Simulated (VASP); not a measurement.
# SiC (P6_3mc) in VASP: settings compared, part 2 of 2

VASP 6.6.1. The steps go on from the part before.

### Step 6. Single point, PBEsol+D4

This run uses another cell than the first one, of 10.70 Å³/atom.

Input file INCAR:

```
ALGO     = Normal         # electronic algorithm
EDIFF    = 1E-7           # SCF threshold, eV
ENCUT    = 520            # plane-wave cutoff, eV
GGA      = PS             # functional
ISIF     = 2              # what is computed and relaxed
ISMEAR   = -1             # smearing method
IVDW     = 13             # dispersion correction
LASPH    = T              # aspherical terms in the spheres
LCHARG   = F              # write CHGCAR
LREAL    = F              # projectors in reciprocal space
LWAVE    = F              # write WAVECAR
NBANDS   = 36             # bands
NELM     = 80             # most SCF steps
PREC     = Accurate       # precision mode
SIGMA    = 0.05           # smearing width, eV
```

Input file KPOINTS:

```
k-points
0
Gamma
  10 10 2
```

Input file POSCAR:

```
SiC
1.0
    3.1154972861      0.0000000000      0.0000000000
   -1.5577486430      2.6980997952      0.0000000000
    0.0000000000      0.0000000000     15.2704665040
Si C
6 6
Direct
    0.6666666667      0.3333333333      0.4583000000
    0.3333333333      0.6666666667      0.9583000000
    0.6666666667      0.3333333333      0.7917000000
    0.3333333333      0.6666666667      0.2917000000
    0.0000000000      0.0000000000      0.6250000000
    0.0000000000      0.0000000000      0.1250000000
    0.6666666667      0.3333333333      0.3333000000
    0.3333333333      0.6666666667      0.8333000000
    0.6666666667      0.3333333333      0.6667000000
    0.3333333333      0.6666666667      0.1667000000
    0.0000000000      0.0000000000      0.5000000000
    0.0000000000      0.0000000000      0.0000000000
```

Potentials or basis: VASP PAW PBE potentials, release 64 (Si, C).

Started as:

```bash
> cat potpaw_PBE.64/Si/POTCAR potpaw_PBE.64/C/POTCAR > POTCAR
> mpirun -np 1 vasp_std > vasp.out
```

OUTCAR:

```text
EDIFF = 1E-7
   ENCUT = 520
   GGA = PS
   ISIF = 2
   ISMEAR = -1
   IVDW = 13
   LASPH = T
   LREAL = F
   NELM = 80
   PREC = Accurate

 ion  position               nearest neighbor table
   1  0.667  0.333  0.458-  11 1.91  11 1.91  11 1.91   7 1.91   4 3.12   4 3.12   4 3.12   5 3.12
                             5 3.12   5 3.12
   2  0.333  0.667  0.958-  12 1.91  12 1.91  12 1.91   8 1.91   3 3.12   3 3.12   3 3.12   6 3.12
                             6 3.12   6 3.12
   3  0.667  0.333  0.792-   8 1.91   8 1.91   8 1.91   9 1.91   2 3.12   2 3.12   2 3.12   5 3.12
                             5 3.12   5 3.12
   4  0.333  0.667  0.292-   7 1.91   7 1.91   7 1.91  10 1.91   1 3.12   1 3.12   1 3.12   6 3.12
                             6 3.12   6 3.12
   5  0.000  0.000  0.625-   9 1.91   9 1.91   9 1.91  11 1.91   3 3.12   1 3.12   3 3.12   1 3.12
                             1 3.12   3 3.12
   6  0.000  0.000  0.125-  10 1.91  10 1.91  10 1.91  12 1.91   4 3.12   2 3.12   2 3.12   4 3.12
                             4 3.12   2 3.12
   7  0.667  0.333  0.333-   4 1.91   4 1.91   4 1.91   1 1.91
[... 1153 lines left out ...]
     36      14.9997      0.00000

 [... further k-points ...]

------------------------ aborting loop because EDIFF is reached ----------------------------------------

  DFT-D4 for vdW energy calculation

  Edisp (eV):   -2.17104

  FORCE on cell =-STRESS in cart. coord.  units (eV):
  Direction    XX          YY          ZZ          XY          YZ          ZX
  --------------------------------------------------------------------------------------
  -------------------------------------------------------------------------------------
  Total      -7.46994    -7.46994    -6.86517    -0.00000     0.00000     0.00000
  in kB     -93.23741   -93.23741   -85.68879    -0.00000     0.00000     0.00000
  external pressure =      -90.72 kB  Pullay stress =        0.00 kB

 VOLUME and BASIS-vectors are now :
 -----------------------------------------------------------------------------
  energy-cutoff  :      520.00
  volume of cell :      128.36
      direct lattice vectors                 reciprocal lattice vectors
     3.115497286  0.000000000  0.000000000     0.320976046  0.185315607  0.000000000
    -1.557748643  2.698099795  0.000000000     0.000000000  0.370631213  0.000000000
     0.000000000  0.000000000 15.270466504     0.000000000  0.000000000  0.065485884

 POSITION                                       TOTAL-FORCE (eV/Angst)
 -----------------------------------------------------------------------------------
      1.55775      0.89937      6.99845         0.000000     -0.000000      0.052120
     -0.00000      1.79873     14.63369        -0.000000      0.000000      0.052120
      1.55775      0.89937     12.08963         0.000000      0.000000      0.023201
     -0.00000      1.79873      4.45440        -0.000000     -0.000000      0.023201
      0.00000      0.00000      9.54404         0.000000     -0.000000      0.046563
      0.00000      0.00000      1.90881        -0.000000     -0.000000      0.046563
      1.55775      0.89937      5.08965         0.000000     -0.000000     -0.013238
     -0.00000      1.79873     12.72488        -0.000000     -0.000000     -0.013238
      1.55775      0.89937     10.18082        -0.000000     -0.000000      0.031784
     -0.00000      1.79873      2.54559         0.000000      0.000000      0.031784
      0.00000      0.00000      7.63523        -0.000000     -0.000000     -0.140430
      0.00000      0.00000      0.00000         0.000000     -0.000000     -0.140430
 -----------------------------------------------------------------------------------
    total drift:                               -0.000000     -0.000000     -0.000410

  FREE ENERGIE OF THE ION-ELECTRON SYSTEM (eV)
  ---------------------------------------------------
  free  energy   TOTEN  =       -97.5853057437 eV

  energy  without entropy=      -97.5853057431  energy(sigma->0) =      -97.58530574
```

OSZICAR:

```text
N       E                     dE             d eps       ncg     rms          rms(c)
DAV:   1     0.115431659080E+03    0.11543E+03   -0.21741E+04  2016   0.120E+03
DAV:   2    -0.936920813099E+02   -0.20912E+03   -0.19532E+03  2600   0.205E+02
DAV:   3    -0.105452614031E+03   -0.11761E+02   -0.11667E+02  2660   0.460E+01
DAV:   4    -0.105640740438E+03   -0.18813E+00   -0.18768E+00  2568   0.661E+00
DAV:   5    -0.105644814816E+03   -0.40744E-02   -0.40714E-02  2576   0.932E-01    0.206E+01
DAV:   6    -0.957919854181E+02    0.98528E+01   -0.28971E+01  2472   0.195E+01    0.931E+00
DAV:   7    -0.954987450809E+02    0.29324E+00   -0.27739E+00  2692   0.631E+00    0.387E+00
DAV:   8    -0.954241458744E+02    0.74599E-01   -0.18760E-01  2456   0.171E+00    0.117E+00
DAV:   9    -0.954138919316E+02    0.10254E-01   -0.24783E-02  2556   0.689E-01    0.170E-01
DAV:  10    -0.954142443495E+02   -0.35242E-03   -0.16195E-03  2488   0.177E-01    0.861E-02
DAV:  11    -0.954142685329E+02   -0.24183E-04   -0.14038E-04  2556   0.636E-02    0.150E-02
DAV:  12    -0.954142683415E+02    0.19138E-06   -0.85376E-06  2520   0.135E-02    0.768E-03
DAV:  13    -0.954142689120E+02   -0.57042E-06   -0.11530E-06  2544   0.441E-03    0.208E-03
DAV:  14    -0.954142689075E+02    0.45002E-08   -0.67970E-08  1560   0.163E-03
   1 F= -.97585306E+02 E0= -.97585306E+02  d E =-.574969E-09
```

It took 55 s on 1 thread of Intel Xeon 6975P-C (Granite Rapids), shared host; peak memory 0.28 GiB.

What came out:

```
Free energy                : -97.5853 eV
Pressure                   : -9.1 GPa
Largest force              : 0.140 eV/Å
Band gap on the k mesh     : 1.91 eV (least direct gap 3.01 eV)
Dispersion energy per atom : -0.181 eV
```

Forces in eV/Å, atoms in the order of the input:
```
Si   0.000  0.000  0.052
Si   0.000  0.000  0.052
Si   0.000  0.000  0.023
Si   0.000  0.000  0.023
Si   0.000  0.000  0.047
Si   0.000  0.000  0.047
C    0.000  0.000 -0.013
C    0.000  0.000 -0.013
C    0.000  0.000  0.032
C    0.000  0.000  0.032
C    0.000  0.000 -0.140
C    0.000  0.000 -0.140
```

Stress tensor (GPa, compression positive):
```
-9.32  0.00  0.00
 0.00 -9.32  0.00
 0.00  0.00 -8.57
```

Caveat: the cell stands under tension; the PAW data sets were made with another functional, which shifts forces and pressure a little. A k mesh can miss the band edges.

### Step 7. The runs side by side

| level | cell | gap on the mesh (eV) | pressure (GPa) | largest force (eV/Å) |
| --- | --- | --- | --- | --- |
| PBEsol+D4 | a = 3.095, b = 3.095, c = 15.170 Å, angles 90.0, 90.0, 120.0°, 12 atoms | 1.91 | -5.2 | 0.14 |
| BLYP+D4 | a = 3.095, b = 3.095, c = 15.170 Å, angles 90.0, 90.0, 120.0°, 12 atoms | 2.33 | -3.1 | 0.15 |
| SVWN5 | a = 3.095, b = 3.095, c = 15.170 Å, angles 90.0, 90.0, 120.0°, 12 atoms | 1.98 | -6.2 | 0.14 |
| PBE | a = 3.095, b = 3.095, c = 15.170 Å, angles 90.0, 90.0, 120.0°, 12 atoms | 2.02 | 0.2 | 0.14 |
| PBEsol+D4 | a = 3.115, b = 3.115, c = 15.270 Å, angles 90.0, 90.0, 120.0°, 12 atoms | 1.91 | -9.1 | 0.14 |

Alike in all rows: task single point; potentials or basis VASP PAW PBE potentials, release 64 (Si, C); no spin polarisation; k mesh 10 × 10 × 2; cutoff (eV) 520; smearing fermi-dirac 0.05 eV.

On the cell as given the gap runs from 1.91 eV (PBEsol+D4) to 2.33 eV (BLYP+D4). The pressure there spans -6.2 GPa (SVWN5) to 0.2 GPa (PBE); a positive pressure means that this level wants a larger cell, a negative one a smaller.

Caveats: the cell stands under tension (at least some runs); the PAW data sets were made with another functional, which shifts forces and pressure a little (at least some runs).

Total energies depend on the potentials used, so only differences within one code and one set of settings carry meaning.
